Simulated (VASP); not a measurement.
Write the native input for VASP 6.6.1 that does the following.

| Quantity | Value |
| --- | --- |
| Task | single point |
| Functional | PBE |
| Potentials or basis | VASP PAW PBE potentials, release 64 (Be, Te) |
| Cutoff | 600 eV |
| k mesh | 6 × 6 × 6 |
| Occupations | gaussian, width 0.01 eV |
| Spin | no spin polarisation |
| Dipole correction | no |
| Further INCAR settings | ALGO = Normal; EDIFF = 1e-06; NBANDS = 11 |

The structure of BeTe lies in POSCAR:

```
BeTe
1.0
    0.0000000000      2.8064515486      2.8064515486
    2.8064515486      0.0000000000      2.8064515486
    2.8064515486      2.8064515486      0.0000000000
Be Te
1 1
Direct
    0.0000000000      0.0000000000      0.0000000000
    0.2500000000      0.2500000000      0.2500000000
```

These files were run (other wordings do the same):

INCAR

```
PREC = Accurate
ENCUT = 600
EDIFF = 1E-6
ISMEAR = 0
SIGMA = 0.01
LREAL = False
LASPH = True
NELM = 120
ALGO = Normal
ISIF = 2
LWAVE = False
LCHARG = False
GGA = PE
NBANDS = 11
GGA_COMPAT = False
```

KPOINTS

```
Automatic mesh
0
Gamma
  6 6 6
```

Potentials or basis: VASP PAW PBE potentials, release 64 (Be, Te).

Command:

```console
$ cat potpaw_PBE.64/Be/POTCAR potpaw_PBE.64/Te/POTCAR > POTCAR
$ mpirun -np 1 vasp_std > vasp.out
```

It gave:

| Quantity | Value |
| --- | --- |
| Pressure | 1.8 GPa |
| Band gap on the k mesh | 1.95 eV, indirect (least direct gap 3.60 eV) |

Caveat: spin-orbit coupling is left out, which moves the levels of the heavy elements.

Run time: 13 s on 1 thread of Intel Xeon 8259CL, on a shared host, peak memory 0.17 GiB.
